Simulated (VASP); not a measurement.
Wanted: the native input for a VASP 6.6.1 run.

```yaml
Task: single point
Functional: PBEsol
Potentials_or_basis: VASP PAW PBE potentials, release 64 (Rh_pv)
Cutoff: 520 eV
k_mesh: 14 × 10 × 1
Occupations: fermi-dirac, width 0.08 eV
Spin: no spin polarisation
Dipole_correction: yes
Electric_field_eV/Å: -0.1 eV/Å
Further_INCAR_settings: ALGO = Normal; EDIFF = 1e-06; NBANDS = 46; EFIELD = -0.1
```

The structure of Rh lies in POSCAR:

```
Rh
1.0
    2.6734833388      0.0000000000      0.0000000000
    0.0000000000      3.7808763964      0.0000000000
    0.0000000000      0.0000000000     21.3470000000
Rh
5
Direct
    0.0000000000      0.0000000000      0.3802675168
    0.5000000000      0.5000000000      0.4352750531
    0.0000000000      0.0000000000      0.5000000000
    0.5000000000      0.5000000000      0.5647249465
    0.0000000000      0.0000000000      0.6197324834
```

The input as run:

INCAR

```
SYSTEM = Rh
PREC = Accurate ; ENCUT = 520
EDIFF = 1E-6 ; ISMEAR = -1
SIGMA = 0.08 ; LREAL = .FALSE.
LASPH = .TRUE. ; NELM = 60
ALGO = Normal ; ISIF = 2
LWAVE = .FALSE. ; LCHARG = .FALSE.
LDIPOL = .TRUE. ; IDIPOL = 3
DIPOL = 0.5 0.5 0.500 ; GGA = PS
EFIELD = -0.1 ; NBANDS = 46
```

KPOINTS

```
Automatic mesh
0
G
  14 10 1
  0 0 0
```

Potentials or basis: VASP PAW PBE potentials, release 64 (Rh_pv).

The run is started by

```console
$ cat potpaw_PBE.64/Rh_pv/POTCAR > POTCAR
$ mpirun -np 1 vasp_std > vasp.out
```

Results of the run:

| Quantity | Value |
| --- | --- |
| Largest force | 0.013 eV/Å |
| Band gap on the k mesh | zero (an odd number of electrons rules out a gap without spin polarisation) |

Caveat: the PAW data sets were made with another functional, which shifts forces and pressure a little.

Wall time 11 min on 1 thread of Intel(R) Xeon(R) Platinum 8488C (Sapphire Rapids) (shared host), peak memory 0.49 GiB.
